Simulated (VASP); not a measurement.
Input of a VASP 6.6.1 run:

INCAR

```
SYSTEM = BN
PREC = Accurate
ENCUT = 600
EDIFF = 1E-6
ISMEAR = 0
SIGMA = 0.02
LREAL = .FALSE.
LASPH = .TRUE.
NELM = 120
ALGO = Normal
ISIF = 2
LWAVE = .FALSE.
LCHARG = .FALSE.
GGA = PE
NBANDS = 11
GGA_COMPAT = .FALSE.
```

File KPOINTS:

```
Automatic mesh
0
G
  12 12 12
  0 0 0
```

Contents of POSCAR:

```
BN
1.0
    0.0000000000      1.7562429881      1.7562429881
    1.7562429881      0.0000000000      1.7562429881
    1.7562429881      1.7562429881      0.0000000000
B N
1 1
Direct
    0.0000000000      0.0000000000      0.0000000000
    0.7500000000      0.7500000000      0.7500000000
```

Potentials or basis: VASP PAW PBE potentials, release 64 (B, N).

Run with:

```bash
$ cat potpaw_PBE.64/B/POTCAR potpaw_PBE.64/N/POTCAR > POTCAR
$ mpirun -np 1 vasp_std > vasp.out
```

What does it give for the band gap on the k mesh?

4.55 eV, indirect (least direct gap 9.23 eV).

Estimate the pressure.

41.9 GPa.

 A k mesh can miss the band edges.
